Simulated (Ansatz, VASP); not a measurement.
FePt: VASP beside Ansatz

```
Fe Pt
1.0
     2.72350    0.00000    0.00000
     0.00000    2.72350    0.00000
     0.00000    0.00000    3.72000
Fe Pt
1 1
Direct
  0.00000 0.00000 0.00000
  0.50000 0.50000 0.50000
```

Alike in both runs: task single point; functional PBE; k mesh 16 × 16 × 12; occupations fermi-dirac, width 0.05 eV; collinear spin.

|  | VASP | Ansatz |
| --- | --- | --- |
| version | VASP 6.6.1 | Ansatz 0.2.0 |
| potentials or method | VASP PAW PBE potentials, release 64 (Fe, Pt) | scalar-relativistic, plane waves, PAW |
| plane-wave cutoff (eV) | 600 | 420 |
| valence electrons in the cell | 18 | 34 |

```csv
,VASP,Ansatz,Ansatz less VASP
gap on the k mesh at the Fermi level (eV),none,none,-
pressure (GPa),3.0,3.5,+0.43
"traceless stress, the component that is largest in VASP (GPa)",1.15,1.10,-0.047
net moment per atom (μB),1.64,1.64,+0.003
size of the moment on the site where the two differ most (μB),0.33,0.39,+0.058
```

Site moments also hang on the region over which each program counts them. A gap of «none» marks a metal or a gap that the smearing closes. VASP's potentials hold 18 valence electrons a cell and Ansatz's 34, so a difference there can come from the potentials and not from the codes.

Neither program's run includes spin-orbit coupling.
